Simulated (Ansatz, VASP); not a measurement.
# One calculation of Cu, two programs

File INCAR:

```
SYSTEM = Cu
PREC     = Accurate       ! precision mode
ENCUT    = 520            ! plane-wave cutoff, eV
EDIFF    = 1E-7           ! SCF threshold, eV
ISMEAR   = 0              ! smearing method
SIGMA    = 0.15           ! smearing width, eV
LREAL    = .False.        ! projectors in reciprocal space
LASPH    = .True.         ! aspherical terms in the spheres
NELM     = 80             ! most SCF steps
ALGO     = Normal         ! electronic algorithm
ISIF     = 2              ! what is computed and relaxed
LWAVE    = .False.        ! write WAVECAR
LCHARG   = .False.        ! write CHGCAR
NBANDS   = 12             ! bands
```

The input KPOINTS:

```
Automatic mesh
0
Gamma
  22 22 22
  0 0 0
```

File POSCAR:

```
Cu
1.0
   -1.3917000000      1.3917000000      1.2908000000
    1.3917000000     -1.3917000000      1.2908000000
    1.3917000000      1.3917000000     -1.2908000000
Cu
1
Direct
    0.0000000000      0.0000000000      0.0000000000
```

Input for Ansatz:

```yaml
crystal:
  lattice:
    - [-1.3917, 1.3917, 1.2908]
    - [1.3917, -1.3917, 1.2908]
    - [1.3917, 1.3917, -1.2908]
  atoms:
    - { symbol: Cu, position: [0.0, 0.0, 0.0] }
basis:
  ecutwfc: 520.0
kpoints:
  mp_grid: { grid: [22, 22, 22] }
hamiltonian:
  xc: lda
  pseudopotentials: { kind: paw, azcp: { folder: soft_1 } }
scf:
  occupations: { method: gaussian, width: 0.15 }
output:
  forces: true
  stress: true
  eigenvalues: true
```

Alike in both runs: task single point; functional LDA; k mesh 22 × 22 × 22; occupations gaussian, width 0.15 eV; no spin polarisation.

|  | VASP | Ansatz |
| --- | --- | --- |
| version | VASP 6.6.1 | Ansatz 0.2.0 |
| potentials or method | VASP PAW LDA potentials, release 64 (Cu), cutoff 520 eV | scalar-relativistic, plane waves, PAW |
| valence electrons in the cell | 11 | 19 |

|  | VASP | Ansatz | Ansatz less VASP |
| --- | --- | --- | --- |
| gap on the k mesh at the Fermi level (eV) | none | none | - |
| pressure (GPa) | 21.7 | 20.7 | -1.01 |
| traceless stress, the component that is largest in VASP (GPa) | 0.89 | 0.88 | -0.013 |

Ansatz warns that its potentials were made for another functional, while VASP's fit it. LDA's correlation is that of Perdew and Zunger in VASP and of Perdew and Wang (1992) in Ansatz. A gap of «none» marks a metal or a gap that the smearing closes. VASP's potentials hold 11 valence electrons a cell and Ansatz's 19, so a difference there can come from the potentials and not from the codes.
